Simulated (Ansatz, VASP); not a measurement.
One calculation of MgO, two programs

The input INCAR:

```
PREC     = Accurate       # precision mode
ENCUT    = 600            # plane-wave cutoff, eV
EDIFF    = 1E-6           # SCF threshold, eV
ISMEAR   = -1             # smearing method
SIGMA    = 0.05           # smearing width, eV
LREAL    = False          # projectors in reciprocal space
LASPH    = True           # aspherical terms in the spheres
NELM     = 120            # most SCF steps
ALGO     = Normal         # electronic algorithm
ISIF     = 2              # what is computed and relaxed
LWAVE    = False          # write WAVECAR
LCHARG   = False          # write CHGCAR
GGA      = PE             # functional
NBANDS   = 11             # bands
GGA_COMPAT= False
```

File KPOINTS:

```
Automatic mesh
0
Gamma
  8 8 8
```

Contents of POSCAR:

```
MgO
1.0
    0.0000000000      2.1462000000      2.1462000000
    2.1462000000      0.0000000000      2.1462000000
    2.1462000000      2.1462000000      0.0000000000
Mg O
1 1
Direct
    0.0000000000      0.0000000000      0.0000000000
    0.5000000000      0.5000000000      0.5000000000
```

Input for Ansatz:

```yaml
crystal:
  lattice:
    - [0.0, 2.1462, 2.1462]
    - [2.1462, 0.0, 2.1462]
    - [2.1462, 2.1462, 0.0]
  atoms:
    - { symbol: Mg, position: [0.0, 0.0, 0.0] }
    - { symbol: O, position: [0.5, 0.5, 0.5] }
hamiltonian:
  xc: pbe
  pseudopotentials: { kind: paw }
basis:
  ecutwfc: 420
kpoints:
  mp_grid: { grid: [8, 8, 8] }
scf:
  occupations: { method: fermi_dirac, width: 0.05 }
  lower_state_search: "off"
output:
  forces: true
  stress: true
```

Alike in both runs: task single point; functional PBE; k mesh 8 × 8 × 8; occupations fermi-dirac, width 0.05 eV; no spin polarisation.

```csv
,VASP,Ansatz
version,VASP 6.6.1,Ansatz 0.2.0
potentials or method,"VASP PAW PBE potentials, release 64 (Mg, O), cutoff 600 eV","PAW, plane waves, scalar-relativistic"
valence electrons in the cell,8,16
```

```csv
,VASP,Ansatz,Ansatz less VASP
pressure (GPa),-4.8,-3.8,+1.02
```

With one functional, cell and mesh, what is left measures potentials, basis and numerics. VASP's potentials hold 8 valence electrons a cell and Ansatz's 16, so a difference there can come from the potentials and not from the codes.
